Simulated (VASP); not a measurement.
A run of VASP 6.6.1 is set up as follows.

File INCAR:

```
SYSTEM = CaSe
PREC = Accurate
ENCUT = 520
EDIFF = 1E-6
ISMEAR = 0
SIGMA = 0.05
LREAL = .FALSE.
LASPH = .TRUE.
NELM = 100
ALGO = Normal
ISIF = 2
LWAVE = .FALSE.
LCHARG = .FALSE.
GGA = PS
NBANDS = 15
```

File KPOINTS:

```
Automatic mesh
0
G
  8 8 8
  0 0 0
```

Contents of POSCAR:

```
CaSe
1.0
    0.0000000000      2.9560000000      2.9560000000
    2.9560000000      0.0000000000      2.9560000000
    2.9560000000      2.9560000000      0.0000000000
Ca Se
1 1
Direct
    0.0000000000      0.0000000000      0.0000000000
    0.5084573748      0.5084573748      0.4915426252
```

Potentials or basis: VASP PAW PBE potentials, release 64 (Ca_sv, Se).

Run with:

```sh
$ cat potpaw_PBE.64/Ca_sv/POTCAR potpaw_PBE.64/Se/POTCAR > POTCAR
$ mpirun -np 1 vasp_std > vasp.out
```

Question: What does it give for the largest force?

Answer: 0.150 eV/Å.

Question: What does it give for the band gap on the k mesh?

Answer: 1.93 eV, indirect (least direct gap 2.87 eV).

Question: Estimate the pressure.

Answer: -0.9 GPa.

Forces in eV/Å, atoms in the order of the input:
```
Ca   0.000  0.000  0.150
Se   0.000  0.000 -0.150
```

Caveat: the cell differs from its parent crystal (all Se atoms moved -0.050 Å, as atom 2 towards its neighbour atom 1 (Ca) at 2.956 Å); the PAW data sets were made with another functional, which shifts forces and pressure a little. A k mesh can miss the band edges.
